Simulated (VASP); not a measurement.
# HfSi3 (I4/mmm) in VASP: relaxation of cell and atoms with PBE

Aim: the relaxation of cell and atoms of HfSi3 with PBE.

All numbers are computed with VASP 6.6.1; they aren't measurements. Logs are shortened: lines on timing, memory, paths and dates and some standing lists are left out, and cuts for length are marked.

### 1 The cell of the first run

The structure is tetragonal, space group I4/mmm (No. 139). Conventional cell: a = 3.865 Å, b = 3.865 Å, c = 8.635 Å, α = 90.00°, β = 90.00°, γ = 90.00°. Within 3.6 Å of Hf (site symmetry 4/mmm) lie 12 Si at 2.73 to 2.90 Å. Within 3.6 Å of Si (site symmetry 4/mmm) lie 4 Hf at 2.73 Å and 8 Si at 2.90 Å. Within 3.6 Å of Si (site symmetry -4m2) lie 8 Si at 2.73 to 2.90 Å and 4 Hf at 2.90 Å.

### 2 Relaxation of cell and atoms, PBE

INCAR

```
ALGO = Normal
EDIFF = 1E-6
EDIFFG = -0.01
ENCUT = 600
GGA = PE
IBRION = 2
ISIF = 3
ISMEAR = 0
LASPH = T
LCHARG = F
LREAL = F
LWAVE = F
NELM = 100
NSW = 100
PREC = Accurate
SIGMA = 0.1
```

KPOINTS

```
k-points
0
Gamma
  16 16 16
```

POSCAR

```
HfSi3
1.0
   -1.9327287453      1.9327287453      4.3172642103
    1.9327287453     -1.9327287453      4.3172642103
    1.9327287453      1.9327287453     -4.3172642103
Hf Si
1 3
Direct
    0.0000000000      0.0000000000      0.0000000000
    0.5000000000      0.5000000000      0.0000000000
    0.2500000000      0.7500000000      0.5000000000
    0.7500000000      0.2500000000      0.5000000000
```

Potentials or basis: VASP PAW PBE potentials, release 64 (Hf_pv, Si).

The run is started by

```console
$ cat potpaw_PBE.64/Hf_pv/POTCAR potpaw_PBE.64/Si/POTCAR > POTCAR
$ mpirun -np 1 vasp_std > vasp.out
```

OUTCAR:

```text
EDIFF = 1E-6
   EDIFFG = -0.01
   ENCUT = 600
   GGA = PE
   IBRION = 2
   ISIF = 3
   ISMEAR = 0
   LASPH = T
   LREAL = F
   NELM = 100
   NSW = 100
   PREC = Accurate

 ion  position               nearest neighbor table
   1  0.000  0.000  0.000-   2 2.73   2 2.73   2 2.73   2 2.73   4 2.90   3 2.90   4 2.90   3 2.90
                             4 2.90   4 2.90   3 2.90   3 2.90
   2  0.500  0.500  0.000-   1 2.73   1 2.73   1 2.73   1 2.73   4 2.90   3 2.90   4 2.90   4 2.90
                             3 2.90   3 2.90   4 2.90   3 2.90
   3  0.250  0.750  0.500-   4 2.73   4 2.73   4 2.73   4 2.73   2 2.90   1 2.90   2 2.90   2 2.90
                             1 2.90   1 2.90   2 2.90   1 2.90
   4  0.750  0.250  0.500-   3 2.73   3 2.73   3 2.73   3 2.73   2 2.90   1 2.90   2 2.90   1 2.90
                             2 2.90   2 2.90   1 2.90   1 2.90

  LATTYP: Found a body centered tetragonal cell.
 ALAT       =     3.8654574906
 C/A-ratio  =     2.2337662338

  Lattice vectors:

 A1 = (  -1.9327287453,   1.9327287453,   4.3172642103)
 A2 = (   1.9327287453,  -1.9327287453,   4.3172642103)
 A3 = (   1.9327287453,   1.9327287453,  -4.3172642103)

Analysis of symmetry for initial positions (statically):
=====================================================================
 Subroutine PRICEL returns:
 Original cell was already a primitive cell.

 Routine SETGRP: Setting up the symmetry group for a
 body centered tetragonal supercell.

 Subroutine GETGRP returns: Found 16 space group operations
 (whereof 16 operations were pure point group operations)
 out of a pool of 16 trial point group operations.

The static configuration has the point symmetry D_4h.

Analysis of symmetry for dynamics (positions and initial velocities):
=====================================================================
 Subroutine PRICEL returns:
 Original cell was already a primitive cell.

 Routine SETGRP: Setting up the symmetry group for a
 body centered tetragonal supercell.

 Subroutine GETGRP returns: Found 16 space group operations
 (whereof 16 operations were pure point group operations)
 out of a pool of 16 trial point group operations.

The dynamic configuration has the point symmetry D_4h.

 Subroutine INISYM returns: Found 16 space group operations
 (whereof 16 operations are pure point group operations),
 and found     1 'primitive' translations

----------------------------------------------------------------------------------------

                                     Primitive cell

  volume of cell :      64.5075

  direct lattice vectors                    reciprocal lattice vectors
    -1.932728745  1.932728745  4.317264210     0.000000000  0.258701590  0.115814084
     1.932728745 -1.932728745  4.317264210     0.258701590  0.000000000  0.115814084
     1.932728745  1.932728745 -4.317264210     0.258701590  0.258701590  0.000000000

  length of vectors
     5.109760373  5.109760373  5.109760373     0.283442084  0.283442084  0.365859298

  position of ions in fractional coordinates (direct lattice)
     0.000000000  0.000000000  0.000000000
     0.500000000  0.500000000  0.000000000
     0.250000000  0.750000000  0.500000000
     0.750000000  0.250000000  0.500000000

  ion indices of the primitive-cell ions
   primitive index   ion index
                 1           1
                 2           2
                 3           3
                 4           4

----------------------------------------------------------------------------------------

 KPOINTS: k-points

Automatic generation of k-mesh.
 Grid dimensions read from file:
 generate k-points for:   16   16   16

 Generating k-lattice:

  Cartesian coordinates                     Fractional coordinates (reciprocal lattice)
     0.000000000  0.016168849  0.007238380     0.062500000  0.000000000  0.000000000
     0.016168849  0.000000000  0.007238380     0.000000000  0.062500000  0.000000000
     0.016168849  0.016168849  0.000000000     0.000000000  0.000000000  0.062500000

  Length of vectors
     0.017715130  0.017715130  0.022866206

  Shift w.r.t. Gamma in fractional coordinates (k-lattice)
     0.000000000  0.000000000  0.000000000

 Subroutine IBZKPT returns following result:
 ===========================================

 Found    349 irreducible k-points:

 Following reciprocal coordinates:
            Coordinates               Weight
  0.000000  0.000000  0.000000      1.000000
  0.062500  0.000000  0.000000      8.000000
  0.125000  0.000000  0.000000      8.000000
  0.187500  0.000000  0.000000      8.000000
  0.250000  0.000000  0.000000      8.000000
  0.312500 -0.000000  0.000000      8.000000
[... 16 lines left out ...]
 -0.125000  0.062500  0.000000     16.000000
 -0.062500  0.062500  0.000000      4.000000
 [... further k-points ...]
   k-points           NKPTS =    349   k-points in BZ     NKDIM =    349   number of bands    NBANDS=     15
   number of dos      NEDOS =    301   number of ions     NIONS =      4
   total plane-waves  NPLWV =  74088
   dimension x,y,z NGX =    42 NGY =   42 NGZ =   42
   dimension x,y,z NGXF=    84 NGYF=   84 NGZF=   84
   ions per type =               1   3
   NGX,Y,Z   is equivalent  to a cutoff of  13.66, 13.66, 13.66 a.u.
   NGXF,Y,Z  is equivalent  to a cutoff of  27.33, 27.33, 27.33 a.u.
 SYSTEM =  unknown system
   PREC   = accura    normal or accurate (medium, high low for compatibility)
   ISTART =      0    job   : 0-new  1-cont  2-samecut
   ICHARG =      2    charge: 1-file 2-atom 10-const
   ISPIN  =      1    spin polarized calculation?
   LNONCOLLINEAR =      F non collinear calculations
   LSORBIT =      F    spin-orbit coupling
   LASPH  =      T    aspherical Exc in radial PAW
   ENCUT  =  600.0 eV  44.10 Ry    6.64 a.u.  10.21 10.21 10.21*2*pi/ulx,y,z
   NELM   =    100;   NELMIN=  2; NELMDL= -5     # of ELM steps
   EDIFF  = 0.1E-05   stopping-criterion for ELM
   LREAL  =      F    real-space projection
   EDIFFG = -.1E-01   stopping-criterion for IOM
   NSW    =    100    number of steps for IOM
   IBRION =      2    ionic relax: 0-MD 1-quasi-New 2-CG
   NFREE  =      1    steps in history (QN), initial steepest desc. (CG)
   ISIF   =      3    stress and relaxation
   ISYM   =      2    0-nonsym 1-usesym 2-fastsym
   POTIM  = 0.5000    time-step for ionic-motion
   TEBEG  =    0.0;   TEEND  =   0.0 temperature during run
   PSTRESS=    0.0 pullay stress
   NELECT =      22.0000    total number of electrons
   NUPDOWN=      -1.0000    fix difference up-down
   EMIN   =  10.00;   EMAX   =-10.00  energy-range for DOS
   EFERMI =   0.00;   METHOD = LEGACY
   ISMEAR =     0;   SIGMA  =   0.10  broadening in eV -4-tet -1-fermi 0-gaus
   EFERMI_NEDOS =   21; number of points for ismear=-14 and -15
   IALGO  =     38    algorithm
   IMIX   =      4    mixing-type and parameters
     AMIX     =   0.40;   BMIX     =  1.00
     AMIX_MAG =   1.60;   BMIX_MAG =  1.00
  volume/ion in A,a.u.               =      16.13       108.83
  Fermi-wavevector in a.u.,A,eV,Ry     =   1.143788  2.161446 17.799839  1.308251
  Thomas-Fermi vector in A             =   2.280482
   LORBIT       =      0    0 simple, 1 ext, 2 COOP (PROOUT), +10 PAW based schemes
   GGA     = PE    functional components
   LHFCALC =     F    Hartree Fock is set to
   AEXX    =    0.0000 exact exchange contribution
   IVDW    =     0    specifies the selected vdW correction
   LEPSILON=     F    determine dielectric tensor
   LRPA    =     F    only Hartree local field effects (RPA)
 conjugate gradient relaxation of ions
 non-spin polarized calculation
 Gauss-broadening in eV      SIGMA  =   0.10
  energy-cutoff  :      600.00
  volume of cell :       64.51
 maximum number of plane-waves:      2169
 NGX is ok and might be reduce to    42
   NGX = 21   NGY = 21   NGZ = 21

--------------------------------------- Ionic step        1  -------------------------------------------

 number of electron      21.9999999 magnetization

 Free energy of the ion-electron system (eV)
  ---------------------------------------------------
  ext. energy  EPLUGINS =         0.00000000
  ---------------------------------------------------
  free energy    TOTEN  =       -26.63372219 eV

  energy without entropy =      -26.62442129  energy(sigma->0) =      -26.62907174

------------------------ aborting loop because EDIFF is reached ----------------------------------------

  FORCE on cell =-STRESS in cart. coord.  units (eV):
  Direction    XX          YY          ZZ          XY          YZ          ZX
  --------------------------------------------------------------------------------------
  -------------------------------------------------------------------------------------
  Total       -1.9181779     -1.9181779      0.4710168      0.0000000      0.0000000      0.0000000
  in kB      -47.6418946    -47.6418946     11.6986728      0.0000000      0.0000000      0.0000000
  external PRESSURE =     -27.8617055 kB  Pullay stress =       0.0000000 kB
[... 137 lines left out ...]
  energy  without entropy=      -26.6699184935  energy(sigma->0) =      -26.67514708

--------------------------------------- Ionic step        5  -------------------------------------------

 number of electron      22.0000001 magnetization

 Free energy of the ion-electron system (eV)
  ---------------------------------------------------
  ext. energy  EPLUGINS =         0.00000000
  ---------------------------------------------------
  free energy    TOTEN  =       -26.68097866 eV

  energy without entropy =      -26.67034646  energy(sigma->0) =      -26.67566256

 E-fermi :   8.9169     XC(G=0): -11.3858

 val. band max:        8.9163967408   @ k =  -0.1250   0.5000   0.0625
 cond. band min:       8.9181898588   @ k =  -0.0625   0.1875   0.0625
 fundamental gap:      0.0017931180
 Fermi energy:         8.9168601494

 k-point     1 :       0.0000    0.0000    0.0000
  band No.  band energies     occupation
      1     -21.9202      2.00000
      2     -21.9166      2.00000
      3     -21.9165      2.00000
      4      -4.2436      2.00000
      5       2.1063      2.00000
      6       3.7578      2.00000
      7       5.3023      2.00000
      8       5.3023      2.00000
      9       5.6810      2.00000
     10       6.2761      2.00000
     11       8.5344      2.00000
     12       8.5344      2.00000
     13       9.6012      0.00000
     14       9.9953      0.00000
     15      12.6677      0.00000
[... 397 lines left out ...]
 k-point    24 :      -0.0625    0.0625    0.0000
  band No.  band energies     occupation
      1     -21.9203      2.00000
      2     -21.9196      2.00000
      3     -21.9196      2.00000
      4      -4.1545      2.00000
      5       2.1846      2.00000
      6       3.6894      2.00000
      7       4.5659      2.00000
      8       5.3180      2.00000
      9       5.5595      2.00000
     10       7.1458      2.00000
     11       7.7041      2.00000
     12       8.7867      1.93437
     13      10.0826      0.00000
     14      10.0947      0.00000
     15      12.9567      0.00000

 [... further k-points ...]
[... 5 lines left out ...]
  --------------------------------------------------------------------------------------
  -------------------------------------------------------------------------------------
  Total        0.0144649      0.0144649     -0.0107142      0.0000000     -0.0000000      0.0000000
  in kB        0.3666930      0.3666930     -0.2716099      0.0000000     -0.0000000      0.0000000
  external PRESSURE =       0.1539254 kB  Pullay stress =       0.0000000 kB
[... 19 lines left out ...]
  FREE ENERGIE OF THE ION-ELECTRON SYSTEM (eV)
  ---------------------------------------------------
  free  energy   TOTEN  =       -26.6809786579 eV

  energy  without entropy=      -26.6703464602  energy(sigma->0) =      -26.67566256

 reached required accuracy - stopping structural energy minimisation
```

Wall time 31 min (1 thread of AMD EPYC 7R43 (Zen 3), shared host); peak memory 0.54 GiB.

What came out:

* Free energy: -26.6810 eV
* Relaxed volume: 15.80 Å³/atom
* Relaxed cell: a = 5.164 Å, b = 5.164 Å, c = 5.164 Å, α = 137.04°, β = 137.04°, γ = 62.38°
* Space group after relaxing (to 0.1 Å): I4/mmm (No. 139)
* Energy gained by relaxing: 11.8 meV/atom
* Ionic steps: 5
* Pressure after relaxing: 0.0 GPa
* Band gap on the k mesh: zero (bands 11 and 12 overlap by 1.52 eV)

Step by step:
| step | energy change (eV) | largest force (eV/Å) | pressure (GPa) | volume (Å³) |
| --- | --- | --- | --- | --- |
| 1 | 0.0000 | 0.0000 | -2.79 | 64.51 |
| 2 | -0.0359 | 0.0000 | 2.17 | 61.91 |
| 3 | -0.0382 | 0.0000 | 1.16 | 62.39 |
| 4 | -0.0467 | 0.0000 | 0.32 | 62.98 |
| 5 | -0.0473 | 0.0000 | 0.02 | 63.20 |

Final structure:
```cif
data_structure
_symmetry_space_group_name_H-M 'P 1'
_symmetry_Int_Tables_number 1
_cell_length_a 5.1642
_cell_length_b 5.1642
_cell_length_c 5.1642
_cell_angle_alpha 137.036
_cell_angle_beta 137.036
_cell_angle_gamma 62.383
_cell_volume 63.20
loop_
_atom_site_label
_atom_site_type_symbol
_atom_site_fract_x
_atom_site_fract_y
_atom_site_fract_z
_atom_site_occupancy
Hf1 Hf 0.00000 0.00000 0.00000 1
Si1 Si 0.50000 0.50000 0.00000 1
Si2 Si 0.25000 0.75000 0.50000 1
Si3 Si 0.75000 0.25000 0.50000 1
```

Caveat: spin-orbit coupling is left out, which moves the levels of the heavy elements.
